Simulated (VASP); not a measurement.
# Si (C2/m) in VASP: single point with r2SCAN

Aim: the single point of Si with r2SCAN.

All numbers are computed with VASP 6.6.1; they aren't measurements. Logs are shortened: lines on timing, memory, paths and dates and some standing lists are left out, and cuts for length are marked.

**1. The cell of the first run**

The structure is monoclinic, space group C2/m (No. 12). Conventional cell: a = 14.008 Å, b = 3.884 Å, c = 6.393 Å, α = 90.00°, β = 96.89°, γ = 90.00°. Si (site symmetry m) has 4 Si at 2.36 to 2.41 Å within 3.1 Å. Si (site symmetry m) has 4 Si at 2.41 to 2.44 Å within 3.2 Å. Within 3.1 Å of Si (site symmetry m) lie 4 Si at 2.33 to 2.36 Å. Si (site symmetry m) has 4 Si at 2.33 to 2.44 Å within 3.1 Å.

**2. Single point, r2SCAN (volume scaled by 1.03, then relaxed in part)**

POSCAR reads:

```
Si
1.0
    7.0038222058     -1.9419479740     -0.0056224756
    7.0038222058      1.9419479740     -0.0056224756
   -0.7616554783      0.0000000000      6.3477014339
Si
8
Direct
    0.0562070035      0.0562070035      0.8752087677
    0.9437929965      0.9437929965      0.1247912323
    0.5593912102      0.5593912102      0.6538467853
    0.4406087898      0.4406087898      0.3461532147
    0.2132712763      0.2132712763      0.0572637998
    0.7867287237      0.7867287237      0.9427362002
    0.7270969319      0.7270969319      0.5856701298
    0.2729030681      0.2729030681      0.4143298702
```

INCAR.step1 reads:

```
PREC = Accurate
ENCUT = 520
ISMEAR = 0
SIGMA = 0.02
LREAL = False
LASPH = True
NELM = 80
NBANDS = 26
GGA = PE
ALGO = Normal
EDIFF = 1E-4
LWAVE = True
LCHARG = False
```

INCAR.step2 reads:

```
PREC = Accurate
ENCUT = 520
EDIFF = 1E-7
ISMEAR = 0
SIGMA = 0.02
LREAL = False
LASPH = True
NELM = 80
ALGO = Normal
ISIF = 2
LWAVE = False
LCHARG = True
METAGGA = R2SCAN
LMIXTAU = True
LELF = True
LVHAR = True
NBANDS = 26
ISTART = 1
```

KPOINTS reads:

```
regular mesh
0
Gamma
  10 10 6
```

Potentials or basis: VASP PAW PBE potentials, release 64 (Si).

Run with:

```
> cat potpaw_PBE.64/Si/POTCAR > POTCAR
> cp INCAR.step1 INCAR
> mpirun -np 1 vasp_std > vasp.out
> cp INCAR.step2 INCAR
> mpirun -np 1 vasp_std > vasp.out
```

OUTCAR:

```text
PREC = Accurate
   ENCUT = 520
   EDIFF = 1E-7
   ISMEAR = 0
   LREAL = False
   LASPH = True
   NELM = 80
   ISIF = 2
   METAGGA = R2SCAN
   ISTART = 1

 ion  position               nearest neighbor table
   1  0.056  0.056  0.875-   5 2.36   2 2.37   3 2.41   3 2.41
   2  0.944  0.944  0.125-   6 2.36   1 2.37   4 2.41   4 2.41
   3  0.559  0.559  0.654-   1 2.41   1 2.41   4 2.42   7 2.44
   4  0.441  0.441  0.346-   2 2.41   2 2.41   3 2.42   8 2.44
   5  0.213  0.213  0.057-   8 2.33   6 2.36   6 2.36   1 2.36
   6  0.787  0.787  0.943-   7 2.33   5 2.36   5 2.36   2 2.36
   7  0.727  0.727  0.586-   6 2.33   8 2.36   8 2.36   3 2.44
   8  0.273  0.273  0.414-   5 2.33   7 2.36   7 2.36   4 2.44

  LATTYP: Found a base centered monoclinic cell.
 ALAT       =    14.0076489252
 B/A-ratio  =     0.2772696524
 C/A-ratio  =     0.4564101639
 COS(beta)  =    -0.1199316449

  Lattice vectors:

 A1 = (   7.0038222058,  -1.9419479740,  -0.0056224756)
 A2 = (   7.0038222058,   1.9419479740,  -0.0056224756)
 A3 = (  -0.7616554783,   0.0000000000,   6.3477014339)

Analysis of symmetry for initial positions (statically):
=====================================================================
 Subroutine PRICEL returns:
 Original cell was already a primitive cell.

 Routine SETGRP: Setting up the symmetry group for a
 base centered monoclinic supercell.

 Subroutine GETGRP returns: Found  4 space group operations
 (whereof  4 operations were pure point group operations)
 out of a pool of  4 trial point group operations.

The static configuration has the point symmetry C_2h.

Analysis of symmetry for dynamics (positions and initial velocities):
=====================================================================
 Subroutine PRICEL returns:
 Original cell was already a primitive cell.

 Routine SETGRP: Setting up the symmetry group for a
 base centered monoclinic supercell.

 Subroutine GETGRP returns: Found  4 space group operations
 (whereof  4 operations were pure point group operations)
 out of a pool of  4 trial point group operations.

The dynamic configuration has the point symmetry C_2h.

 Subroutine INISYM returns: Found  4 space group operations
 (whereof  4 operations are pure point group operations),
 and found     1 'primitive' translations

----------------------------------------------------------------------------------------

                                     Primitive cell

  volume of cell :     172.6543

  direct lattice vectors                    reciprocal lattice vectors
     7.003822206 -1.941947974 -0.005622476     0.071396468 -0.257473427  0.008566803
     7.003822206  1.941947974 -0.005622476     0.071396468  0.257473427  0.008566803
    -0.761655478  0.000000000  6.347701434     0.000126479  0.000000000  0.157552516

  length of vectors
     7.268061574  7.268061574  6.393233342     0.267326414  0.267326414  0.157552567

  position of ions in fractional coordinates (direct lattice)
     0.056207003  0.056207003  0.875208768
     0.943792997  0.943792997  0.124791232
     0.559391210  0.559391210  0.653846785
     0.440608790  0.440608790  0.346153215
     0.213271276  0.213271276  0.057263800
     0.786728724  0.786728724  0.942736200
     0.727096932  0.727096932  0.585670130
     0.272903068  0.272903068  0.414329870

  ion indices of the primitive-cell ions
   primitive index   ion index
                 1           1
                 2           2
                 3           3
                 4           4
                 5           5
                 6           6
                 7           7
                 8           8

----------------------------------------------------------------------------------------

 KPOINTS: regular mesh

Automatic generation of k-mesh.
 Grid dimensions read from file:
 generate k-points for:   10   10    6

 Generating k-lattice:

  Cartesian coordinates                     Fractional coordinates (reciprocal lattice)
     0.007139647 -0.025747343  0.000856680     0.100000000  0.000000000  0.000000000
     0.007139647  0.025747343  0.000856680     0.000000000  0.100000000  0.000000000
     0.000021080  0.000000000  0.026258753     0.000000000  0.000000000  0.166666667

  Length of vectors
     0.026732641  0.026732641  0.026258761

  Shift w.r.t. Gamma in fractional coordinates (k-lattice)
     0.000000000  0.000000000  0.000000000

 Subroutine IBZKPT returns following result:
 ===========================================

 Found    172 irreducible k-points:

 Following reciprocal coordinates:
            Coordinates               Weight
  0.000000  0.000000  0.000000      1.000000
  0.100000  0.000000 -0.000000      4.000000
  0.200000  0.000000 -0.000000      4.000000
  0.300000  0.000000 -0.000000      4.000000
  0.400000 -0.000000  0.000000      4.000000
  0.500000 -0.000000  0.000000      2.000000
[... 16 lines left out ...]
  0.300000  0.300000 -0.000000      2.000000
  0.400000  0.300000 -0.000000      4.000000
 [... further k-points ...]
   k-points           NKPTS =    172   k-points in BZ     NKDIM =    172   number of bands    NBANDS=     26
   number of dos      NEDOS =    301   number of ions     NIONS =      8
   total plane-waves  NPLWV = 139968
   dimension x,y,z NGX =    54 NGY =   54 NGZ =   48
   dimension x,y,z NGXF=   108 NGYF=  108 NGZF=   96
   ions per type =               8
   NGX,Y,Z   is equivalent  to a cutoff of  12.35, 12.35, 12.48 a.u.
   NGXF,Y,Z  is equivalent  to a cutoff of  24.70, 24.70, 24.96 a.u.
 SYSTEM =  unknown system
   PREC   = accura    normal or accurate (medium, high low for compatibility)
   ISTART =      1    job   : 0-new  1-cont  2-samecut
   ICHARG =      0    charge: 1-file 2-atom 10-const
   ISPIN  =      1    spin polarized calculation?
   LNONCOLLINEAR =      F non collinear calculations
   LSORBIT =      F    spin-orbit coupling
   LASPH  =      T    aspherical Exc in radial PAW
   ENCUT  =  520.0 eV  38.22 Ry    6.18 a.u.  13.51 13.51 11.89*2*pi/ulx,y,z
   NELM   =     80;   NELMIN=  2; NELMDL=  0     # of ELM steps
   EDIFF  = 0.1E-06   stopping-criterion for ELM
   LREAL  =      F    real-space projection
   EDIFFG = 0.1E-05   stopping-criterion for IOM
   NSW    =      0    number of steps for IOM
   IBRION =     -1    ionic relax: 0-MD 1-quasi-New 2-CG
   NFREE  =      0    steps in history (QN), initial steepest desc. (CG)
   ISIF   =      2    stress and relaxation
   ISYM   =      2    0-nonsym 1-usesym 2-fastsym
   POTIM  = 0.5000    time-step for ionic-motion
   TEBEG  =    0.0;   TEEND  =   0.0 temperature during run
   PSTRESS=    0.0 pullay stress
   NELECT =      32.0000    total number of electrons
   NUPDOWN=      -1.0000    fix difference up-down
   EMIN   =  10.00;   EMAX   =-10.00  energy-range for DOS
   EFERMI =   0.00;   METHOD = LEGACY
   ISMEAR =     0;   SIGMA  =   0.02  broadening in eV -4-tet -1-fermi 0-gaus
   EFERMI_NEDOS =   21; number of points for ismear=-14 and -15
   IALGO  =     38    algorithm
   IMIX   =      4    mixing-type and parameters
     AMIX     =   0.40;   BMIX     =  1.00
     AMIX_MAG =   1.60;   BMIX_MAG =  1.00
  volume/ion in A,a.u.               =      21.58       145.64
  Fermi-wavevector in a.u.,A,eV,Ry     =   0.933396  1.763862 11.853765  0.871227
  Thomas-Fermi vector in A             =   2.060093
   LORBIT       =      0    0 simple, 1 ext, 2 COOP (PROOUT), +10 PAW based schemes
   METAGGA = R2SCAN    functional components
   LHFCALC =     F    Hartree Fock is set to
   AEXX    =    0.0000 exact exchange contribution
   IVDW    =     0    specifies the selected vdW correction
   LEPSILON=     F    determine dielectric tensor
   LRPA    =     F    only Hartree local field effects (RPA)
 non-spin polarized calculation
 Gauss-broadening in eV      SIGMA  =   0.02
  energy-cutoff  :      520.00
  volume of cell :      172.65
 maximum number of plane-waves:      4674
   NGX = 27   NGY = 27   NGZ = 23

 number of electron      31.9999999 magnetization

 Free energy of the ion-electron system (eV)
  ---------------------------------------------------
  ext. energy  EPLUGINS =         0.00000000
  ---------------------------------------------------
  free energy    TOTEN  =       -69.49082733 eV

  energy without entropy =      -69.49082733  energy(sigma->0) =      -69.49082733

 E-fermi :   5.2675     XC(G=0):  -9.4791

 val. band max:        5.1835396777   @ k =   0.0000   0.0000   0.0000
 cond. band min:       5.6659438997   @ k =   0.5000   0.5000   0.5000
 fundamental gap:      0.4824042220
 Fermi energy:         5.2675483607

 k-point     1 :       0.0000    0.0000    0.0000
  band No.  band energies     occupation
      1      -7.3386      2.00000
      2      -5.0442      2.00000
      3      -4.7914      2.00000
      4      -4.2481      2.00000
      5      -2.3446      2.00000
      6      -1.7571      2.00000
[... 18 lines left out ...]
     25       9.0370      0.00000
     26       9.0546      0.00000

 k-point     2 :       0.1000    0.0000   -0.0000
  band No.  band energies     occupation
      1      -7.2428      2.00000
      2      -5.0537      2.00000
      3      -4.6099      2.00000
      4      -4.1638      2.00000
      5      -2.4279      2.00000
      6      -1.7323      2.00000
[... 18 lines left out ...]
     25       9.1763      0.00000
     26       9.4786      0.00000

 k-point     3 :       0.2000    0.0000   -0.0000
  band No.  band energies     occupation
      1      -6.9574      2.00000
      2      -4.9581      2.00000
      3      -4.2128      2.00000
      4      -3.9166      2.00000
      5      -2.7086      2.00000
      6      -1.7373      2.00000
[... 572 lines left out ...]
 k-point    23 :       0.3000    0.3000   -0.0000
  band No.  band energies     occupation
      1      -7.1341      2.00000
      2      -5.9836      2.00000
      3      -4.2390      2.00000
      4      -3.7186      2.00000
      5      -2.9451      2.00000
      6      -1.5096      2.00000
[... 18 lines left out ...]
     25       8.9107      0.00000
     26       9.5717      0.00000

 k-point    24 :       0.4000    0.3000   -0.0000
  band No.  band energies     occupation
      1      -6.9787      2.00000
      2      -6.0367      2.00000
      3      -4.1133      2.00000
      4      -3.5000      2.00000
      5      -3.0720      2.00000
      6      -1.5312      2.00000
[... 18 lines left out ...]
     25       9.0395      0.00000
     26       9.1032      0.00000

 [... further k-points ...]
[... 5 lines left out ...]
  --------------------------------------------------------------------------------------
  -------------------------------------------------------------------------------------
  Total       -2.8512344     -2.8296174     -2.8987757      0.0000000      0.0000000     -0.0142938
  in kB      -26.4585566    -26.2579579    -26.8997251      0.0000000      0.0000000     -0.1326423
  external PRESSURE =     -26.5387465 kB  Pullay stress =       0.0000000 kB

 VOLUME and BASIS-vectors are now :
 -----------------------------------------------------------------------------
  energy-cutoff  :      520.00
  volume of cell :      172.65
      direct lattice vectors                 reciprocal lattice vectors
     7.003822206 -1.941947974 -0.005622476     0.071396468 -0.257473427  0.008566803
     7.003822206  1.941947974 -0.005622476     0.071396468  0.257473427  0.008566803
    -0.761655478  0.000000000  6.347701434     0.000126479  0.000000000  0.157552516

 POSITION                                       TOTAL-FORCE (eV/Angst)
 -----------------------------------------------------------------------------------
      0.12072      0.00000      5.55493         0.005233      0.000000      0.000665
     13.12527      0.00000      0.78152        -0.005233      0.000000     -0.000665
      7.33775      0.00000      4.14413         0.000766      0.000000      0.006117
      5.90824      0.00000      2.19232        -0.000766      0.000000     -0.006117
      2.94381      0.00000      0.36110         0.006615      0.000000      0.002685
     10.30218      0.00000      5.97536        -0.006615      0.000000     -0.002685
      9.73884      0.00000      3.70948         0.005050      0.000000      0.001336
      3.50715      0.00000      2.62697        -0.005050      0.000000     -0.001336
 -----------------------------------------------------------------------------------
    total drift:                               -0.000000     -0.000000     -0.000000

  FREE ENERGIE OF THE ION-ELECTRON SYSTEM (eV)
  ---------------------------------------------------
  free  energy   TOTEN  =       -69.4908273296 eV

  energy  without entropy=      -69.4908273296  energy(sigma->0) =      -69.49082733
```

Wall time 35 min (1 thread of Intel Xeon 6975P-C (Granite Rapids), shared host); peak memory 0.74 GiB.

Results:

- Free energy: -69.4908 eV
- Pressure: -2.7 GPa
- Largest force: 0.007 eV/Å
- Band gap on the k mesh: 0.48 eV, indirect (least direct gap 0.77 eV)

Forces in eV/Å, atoms in the order of the input:
```
Si   0.005  0.000  0.001
Si  -0.005  0.000 -0.001
Si   0.001  0.000  0.006
Si  -0.001  0.000 -0.006
Si   0.007  0.000  0.003
Si  -0.007  0.000 -0.003
Si   0.005  0.000  0.001
Si  -0.005  0.000 -0.001
```

Caveat: the PAW data sets were made with another functional, which shifts forces and pressure a little. A k mesh can miss the band edges.
